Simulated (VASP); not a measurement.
**IrO: single point with PBE**

Crystal: IrO.

```xyz
2
Lattice="0.0000 2.6027 2.6027 2.6027 0.0000 2.6027 2.6027 2.6027 0.0000" Properties=species:S:1:pos:R:3 pbc="T T T"
Ir    0.0000    0.0000    0.0000
O     1.3013    1.3013    1.3013
```

- Program: VASP 6.6.1
- Task: single point
- Functional: PBE
- Potentials or basis: VASP PAW PBE potentials, release 64 (Ir, O)
- Cutoff: 520 eV
- k mesh: 16 × 16 × 16
- Occupations: gaussian, width 0.1 eV
- Spin: no spin polarisation
- Dipole correction: no
- Further INCAR settings: ALGO = Normal; EDIFF = 1e-06; NBANDS = 14

```yaml
Pressure: -24.4 GPa
```

Levels at points of the mesh, in eV from the Fermi level:
```tsv
k point	band 3	band 4	band 5	band 6	band 7	band 8	band 9	band 10	band 11	band 12
(0.00, 0.00, 0.00)	-5.75	-5.75	-1.85	-1.40	-1.40	1.19	1.19	1.19	11.94	11.94
(0.50, 0.00, 0.00)	-5.41	-5.41	-1.39	-1.18	-1.18	0.44	0.44	2.87	5.11	12.21
(0.50, 0.50, 0.00)	-4.84	-4.84	-2.08	-1.09	-0.89	-0.21	-0.21	5.18	5.26	10.68
```

Run time: 28 s on 1 thread of Intel(R) Xeon(R) 6975P-C (Granite Rapids), with other jobs on the host, peak memory 0.21 GiB.

Caveat: spin-orbit coupling is left out, which moves the levels of the heavy elements; an odd number of electrons without spin polarisation forces a metal; a magnetic or distorted state may lie lower.
